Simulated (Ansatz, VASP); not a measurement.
## CdClO: VASP beside Ansatz

```
CELL_PARAMETERS angstrom
3.74716 0.00000 0.00000
-1.87358 3.24513 0.00000
0.00000 0.00000 9.40045
ATOMIC_POSITIONS crystal
Cd 0.33333 0.66667 0.51906
Cd 0.66667 0.33333 0.01906
Cl 0.33333 0.66667 0.83872
Cl 0.66667 0.33333 0.33872
O 0.00000 0.00000 0.57922
O 0.00000 0.00000 0.07922
```

Alike in both runs: task single point; functional PBE; k mesh 7 × 7 × 3; no spin polarisation.

```csv
,VASP,Ansatz
version,VASP 6.6.1,Ansatz 0.2.0
potentials or method,"VASP PAW PBE potentials, release 64 (Cd, Cl, O), cutoff 520 eV","plane waves, PAW"
occupations,"methfessel-paxton of order 1, width 0.01 eV","cold, width 0.01 eV"
valence electrons in the cell,50,66
```

Ansatz gave:

```
pressure (GPa)                                                : 0.1
traceless stress, the component that is largest in VASP (GPa) : 1.46
```

**Question.** Estimate VASP's values.

**Answer.** Pressure (GPa): 0.7; traceless stress, the component that is largest in VASP (GPa): 1.13.

VASP's potentials hold 50 valence electrons a cell and Ansatz's 66, so a difference there can come from the potentials and not from the codes.
